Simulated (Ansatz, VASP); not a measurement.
**LiBr in VASP and in Ansatz**

INCAR

```
PREC = Accurate ; ENCUT = 750
EDIFF = 1E-6 ; ISMEAR = 0
SIGMA = 0.02 ; LREAL = F
LASPH = T ; NELM = 120
ALGO = Normal ; ISIF = 2
LWAVE = F ; LCHARG = T
GGA = PE ; LELF = T
LVHAR = T ; NBANDS = 12
GGA_COMPAT = F
```

File KPOINTS:

```
Automatic mesh
0
Gamma
  8 8 8
```

POSCAR

```
LiBr
1.0
    0.0000000000      2.6404594676      2.6404594676
    2.6404594676      0.0000000000      2.6404594676
    2.6404594676      2.6404594676      0.0000000000
Li Br
1 1
Direct
    0.0000000000      0.0000000000      0.0000000000
    0.5000000000      0.5000000000      0.5000000000
```

Input for Ansatz:

```yaml
crystal:
  lattice:
    - [0.0, 2.6404594676, 2.6404594676]
    - [2.6404594676, 0.0, 2.6404594676]
    - [2.6404594676, 2.6404594676, 0.0]
  atoms:
    - { symbol: Li, position: [0.0, 0.0, 0.0] }
    - { symbol: Br, position: [0.5, 0.5, 0.5] }
basis:
  ecutwfc: 420
kpoints:
  mp_grid: { grid: [8, 8, 8] }
hamiltonian:
  xc: pbe
scf:
  occupations: { method: gaussian, width: 0.02 }
output:
  forces: true
  stress: true
  eigenvalues: true
```

Alike in both runs: task single point; functional PBE; k mesh 8 × 8 × 8; occupations gaussian, width 0.02 eV; no spin polarisation.

```csv
,VASP,Ansatz
version,VASP 6.6.1,Ansatz 0.2.0
potentials or method,"VASP PAW PBE potentials, release 64 (Li_sv, Br), cutoff 750 eV","scalar-relativistic, plane waves, PAW"
valence electrons in the cell,10,10
```

VASP gave:

| Quantity | Value |
| --- | --- |
| gap on the k mesh at the Fermi level (eV) | 5.53 |
| least direct gap on the mesh (eV) | 5.53 |
| pressure (GPa) | 4.3 |

Which values does Ansatz return?

gap on the k mesh at the Fermi level (eV): 5.53; least direct gap on the mesh (eV): 5.53; pressure (GPa): 4.4.

With one functional, cell and mesh, what is left measures potentials, basis and numerics.
